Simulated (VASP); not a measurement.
A run of VASP 6.6.1:

Contents of INCAR:

```
SYSTEM = TiO
PREC = Accurate ; ENCUT = 520
EDIFF = 1E-6 ; ISMEAR = 0
SIGMA = 0.15 ; LREAL = .FALSE.
LASPH = .TRUE. ; NELM = 80
ALGO = Normal ; ISIF = 2
LWAVE = .FALSE. ; LCHARG = .FALSE.
GGA = PS ; NBANDS = 16
```

File KPOINTS:

```
Automatic mesh
0
G
  18 18 16
  0 0 0
```

Contents of POSCAR:

```
TiO
1.0
    2.9280000000      0.0000000000      0.0000000000
   -1.4640000000      2.5357223823      0.0000000000
    0.0000000000      0.0000000000      2.6820000000
Ti O
1 1
Direct
    0.6666666667      0.3333333333      0.0000000000
    0.0000000000      0.0000000000      0.5000000000
```

Potentials or basis: VASP PAW PBE potentials, release 64 (Ti_sv, O).

Command:

```console
$ cat potpaw_PBE.64/Ti_sv/POTCAR potpaw_PBE.64/O/POTCAR > POTCAR
$ mpirun -np 1 vasp_std > vasp.out
```

Hardware: 1 thread of AMD EPYC 7R13 (shared host).

Problem. Estimate the wall time of this run.

Solution. Run time: 3.7 min on 1 thread of AMD EPYC 7R13 (shared host), peak memory 0.19 GiB. Counts: scf iterations 14, k points 333.
